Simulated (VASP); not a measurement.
# PtS2 in VASP: single point with PBE+D3(BJ)

Aim: the single point of PtS2 with PBE+D3(BJ).

Everything below comes from runs of VASP 6.6.1. Logs are shortened: lines on timing, memory, paths and dates and some standing lists are left out, and cuts for length are marked.

### 1 The cell of the first run

The cell holds a slab with vacuum, 6 atoms: a = 3.542 Å, b = 3.542 Å, c = 22.467 Å, α = 90.00°, β = 90.00°, γ = 120.00°.

### 2 Single point, PBE+D3(BJ)

Contents of INCAR:

```
ALGO = Normal
DIPOL = 0.5 0.5 0.383
EDIFF = 1E-6
ENCUT = 520
GGA = PE
IDIPOL = 3
ISIF = 2
ISMEAR = 0
IVDW = 12
LASPH = T
LCHARG = F
LDIPOL = T
LREAL = F
LWAVE = F
NBANDS = 31
NELM = 80
PREC = Accurate
SIGMA = 0.05
```

Contents of KPOINTS:

```
k-points
0
Gamma
  9 9 1
```

Contents of POSCAR:

```
PtS2
1.0
    3.5415269801      0.0000000000      0.0000000000
   -1.7707634901      3.0670523330      0.0000000000
    0.0000000000      0.0000000000     22.4670671688
S Pt
4 2
Direct
    0.6666666667      0.3333333333      0.2002931654
    0.3333333333      0.6666666667      0.3108342327
    0.5000000000      1.0000000000      0.4550453118
    0.8333333333      0.6666666667      0.5655863791
    0.0000000000      0.0000000000      0.2555636990
    1.1666666667      1.3333333333      0.5103158454
```

Potentials or basis: VASP PAW PBE potentials, release 64 (S, Pt).

The run is started by

```sh
cat potpaw_PBE.64/S/POTCAR potpaw_PBE.64/Pt/POTCAR > POTCAR
mpirun -np 1 vasp_std > vasp.out
```

OUTCAR:

```text
EDIFF = 1E-6
   ENCUT = 520
   GGA = PE
   ISIF = 2
   ISMEAR = 0
   IVDW = 12
   LASPH = T
   LREAL = F
   NELM = 80
   PREC = Accurate
 IVDW          = 12

 ion  position               nearest neighbor table
   1  0.667  0.333  0.200-   5 2.39   5 2.39   5 2.39
   2  0.333  0.667  0.311-   5 2.39   5 2.39   5 2.39
   3  0.500  0.000  0.455-   6 2.39   6 2.39   6 2.39
   4  0.833  0.667  0.566-   6 2.39   6 2.39   6 2.39
   5  0.000  0.000  0.256-   1 2.39   1 2.39   1 2.39   2 2.39   2 2.39   2 2.39
   6  0.167  0.333  0.510-   3 2.39   3 2.39   3 2.39   4 2.39   4 2.39   4 2.39

  LATTYP: Found a hexagonal cell.
 ALAT       =     3.5415269801
 C/A-ratio  =     6.3438927036

  Lattice vectors:

 A1 = (   3.5415269801,   0.0000000000,   0.0000000000)
 A2 = (  -1.7707634901,   3.0670523330,   0.0000000000)
 A3 = (   0.0000000000,   0.0000000000,  22.4670671688)

Analysis of symmetry for initial positions (statically):
=====================================================================
 Subroutine PRICEL returns:
 Original cell was already a primitive cell.

 Routine SETGRP: Setting up the symmetry group for a
 hexagonal supercell.

 Subroutine GETGRP returns: Found  2 space group operations
 (whereof  2 operations were pure point group operations)
 out of a pool of 24 trial point group operations.

The static configuration has the point symmetry C_1h.

Analysis of symmetry for dynamics (positions and initial velocities):
=====================================================================
 Subroutine PRICEL returns:
 Original cell was already a primitive cell.

 Routine SETGRP: Setting up the symmetry group for a
 hexagonal supercell.

 Subroutine GETGRP returns: Found  2 space group operations
 (whereof  2 operations were pure point group operations)
 out of a pool of 24 trial point group operations.

The dynamic configuration has the point symmetry C_1h.

 Subroutine INISYM returns: Found  2 space group operations
 (whereof  2 operations are pure point group operations),
 and found     1 'primitive' translations

----------------------------------------------------------------------------------------

                                     Primitive cell

  volume of cell :     244.0384

  direct lattice vectors                    reciprocal lattice vectors
     3.541526980  0.000000000  0.000000000     0.282364078  0.163022976  0.000000000
    -1.770763490  3.067052333  0.000000000     0.000000000  0.326045953  0.000000000
[... 101 lines left out ...]
   TEBEG  =    0.0;   TEEND  =   0.0 temperature during run
   PSTRESS=    0.0 pullay stress
   NELECT =      44.0000    total number of electrons
   NUPDOWN=      -1.0000    fix difference up-down
   EMIN   =  10.00;   EMAX   =-10.00  energy-range for DOS
   EFERMI =   0.00;   METHOD = LEGACY
   ISMEAR =     0;   SIGMA  =   0.05  broadening in eV -4-tet -1-fermi 0-gaus
   EFERMI_NEDOS =   21; number of points for ismear=-14 and -15
   IALGO  =     38    algorithm
   IMIX   =      4    mixing-type and parameters
     AMIX     =   0.40;   BMIX     =  1.00
     AMIX_MAG =   1.60;   BMIX_MAG =  1.00
  volume/ion in A,a.u.               =      40.67       274.48
  Fermi-wavevector in a.u.,A,eV,Ry     =   0.924854  1.747720 11.637801  0.855354
  Thomas-Fermi vector in A             =   2.050645
   LORBIT       =      0    0 simple, 1 ext, 2 COOP (PROOUT), +10 PAW based schemes
   GGA     = PE    functional components
   LHFCALC =     F    Hartree Fock is set to
   AEXX    =    0.0000 exact exchange contribution
   IVDW    =    12    specifies the selected vdW correction
   LEPSILON=     F    determine dielectric tensor
   LRPA    =     F    only Hartree local field effects (RPA)
 non-spin polarized calculation
 Gauss-broadening in eV      SIGMA  =   0.05
  energy-cutoff  :      520.00
  volume of cell :      244.04
 maximum number of plane-waves:      6671
   NGX = 13   NGY = 13   NGZ = 83

 number of electron      44.0000000 magnetization

 dipolmoment           0.000000      0.000000     -0.001077 electrons x Angstroem

 Free energy of the ion-electron system (eV)
  ---------------------------------------------------
  ext. energy  EPLUGINS =         0.00000000
  ---------------------------------------------------
  free energy    TOTEN  =       -30.85839168 eV

  energy without entropy =      -30.85839168  energy(sigma->0) =      -30.85839168

 E-fermi :  -0.2148     XC(G=0):  -5.4413

 val. band max:       -0.4643130329   @ k =  -0.2222   0.1111   0.0000
 cond. band min:       0.8311939890   @ k =   0.2222   0.0000   0.0000
 fundamental gap:      1.2955070219
 Fermi energy:        -0.2147826226

 k-point     1 :       0.0000    0.0000    0.0000
  band No.  band energies     occupation
      1     -14.9275      2.00000
      2     -14.8576      2.00000
      3     -12.7726      2.00000
      4     -12.6170      2.00000
      5      -6.3971      2.00000
      6      -6.3939      2.00000
[... 805 lines left out ...]
     30       7.6185      0.00000
     31       7.8666      0.00000

 [... further k-points ...]

------------------------ aborting loop because EDIFF is reached ----------------------------------------

 vacuum level on the upper side and lower side of the slab       (xc-potential included)        -0.280        -0.266

 Edisp (eV)   -1.92581

 E8    (eV) :    -0.7977

  FORCE on cell =-STRESS in cart. coord.  units (eV):
  Direction    XX          YY          ZZ          XY          YZ          ZX
  --------------------------------------------------------------------------------------
  -------------------------------------------------------------------------------------
  Total      -0.47614    -0.35271    -0.44538     0.00000     0.32202    -0.00000
  in kB      -3.12597    -2.31566    -2.92406     0.00000     2.11413    -0.00000
  external pressure =       -2.79 kB  Pullay stress =        0.00 kB

 VOLUME and BASIS-vectors are now :
 -----------------------------------------------------------------------------
  energy-cutoff  :      520.00
  volume of cell :      244.04
      direct lattice vectors                 reciprocal lattice vectors
     3.541526980  0.000000000  0.000000000     0.282364078  0.163022976  0.000000000
    -1.770763490  3.067052333  0.000000000     0.000000000  0.326045953  0.000000000
     0.000000000  0.000000000 22.467067169     0.000000000  0.000000000  0.044509592

 POSITION                                       TOTAL-FORCE (eV/Angst)
 -----------------------------------------------------------------------------------
      1.77076      1.02235      4.50000         0.000000     -0.032967      0.034325
     -0.00000      2.04470      6.98353         0.000000     -0.096323     -0.086020
      1.77076      0.00000     10.22353        -0.000000      0.084457      0.081021
      1.77076      2.04470     12.70707        -0.000000      0.020756     -0.035752
      0.00000      0.00000      5.74177        -0.000000      0.045351      0.067783
      0.00000      1.02235     11.46530         0.000000     -0.021273     -0.061358
 -----------------------------------------------------------------------------------
    total drift:                               -0.000000     -0.000086      0.000177

  FREE ENERGIE OF THE ION-ELECTRON SYSTEM (eV)
  ---------------------------------------------------
  free  energy   TOTEN  =       -32.7842002973 eV

  energy  without entropy=      -32.7842002973  energy(sigma->0) =      -32.78420030

 vacuum level on the upper side and lower side of the slab         5.230         5.244
```

Wall time 5.5 min (1 thread of AMD EPYC 7R13 (Zen 3), shared host); peak memory 0.39 GiB.

Results:

| Quantity | Value |
| --- | --- |
| Free energy | -32.7842 eV |
| Largest force | 0.129 eV/Å |
| Band gap on the k mesh | 1.30 eV, indirect (least direct gap 1.43 eV) |
| Dispersion energy per atom | -0.321 eV |

Forces in eV/Å, atoms in the order of the input:
```
S    0.000 -0.033  0.034
S    0.000 -0.096 -0.086
S    0.000  0.084  0.081
S    0.000  0.021 -0.036
Pt   0.000  0.045  0.068
Pt   0.000 -0.021 -0.061
```

Caveat: spin-orbit coupling is left out, which moves the levels of the heavy elements.
